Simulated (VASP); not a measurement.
Input of a VASP 6.6.1 run:

File INCAR:

```
PREC = Accurate ; ENCUT = 520
EDIFF = 1E-7 ; ISMEAR = 0
SIGMA = 0.1 ; LREAL = False
LASPH = True ; NELM = 80
ALGO = Normal ; ISIF = 2
LWAVE = False ; LCHARG = True
GGA = PE ; LELF = True
LVHAR = True ; NBANDS = 48
```

The input KPOINTS:

```
Automatic mesh
0
Gamma
  12 12 4
```

Contents of POSCAR:

```
LaZr4O3
1.0
    3.3266742693      0.0000000000      0.0000000000
   -1.6633371346      2.8809844273      0.0000000000
    0.0000000000      0.0000000000     13.6351545084
La Zr O
1 4 3
Direct
    0.0000000000      0.0000000000      0.0000000000
    0.3333333333      0.6666666667      0.5957015185
    0.6666666667      0.3333333333      0.4042984815
    0.3333333333      0.6666666667      0.2154228874
    0.6666666667      0.3333333333      0.7845771126
    0.0000000000      0.0000000000      0.5000000000
    0.3333333333      0.6666666667      0.8784032330
    0.6666666667      0.3333333333      0.1215967670
```

Potentials or basis: VASP PAW PBE potentials, release 64 (La, Zr_sv, O).

Command:

```bash
$ cat potpaw_PBE.64/La/POTCAR potpaw_PBE.64/Zr_sv/POTCAR potpaw_PBE.64/O/POTCAR > POTCAR
$ mpirun -np 1 vasp_std > vasp.out
```

Question: What does it give for the pressure?

Answer: 0.1 GPa.

Question: Estimate the band gap on the k mesh.

Answer: Zero (an odd number of electrons rules out a gap without spin polarisation).

Forces in eV/Å, atoms in the order of the input:
```
La   0.000  0.000  0.000
Zr   0.000  0.000  0.024
Zr   0.000  0.000 -0.024
Zr   0.000  0.000  0.017
Zr   0.000  0.000 -0.017
O    0.000  0.000  0.000
O    0.000  0.000  0.037
O    0.000  0.000 -0.037
```

Caveat: spin-orbit coupling is left out, which moves the levels of the heavy elements; an odd number of electrons without spin polarisation forces a metal; a magnetic or distorted state may lie lower.
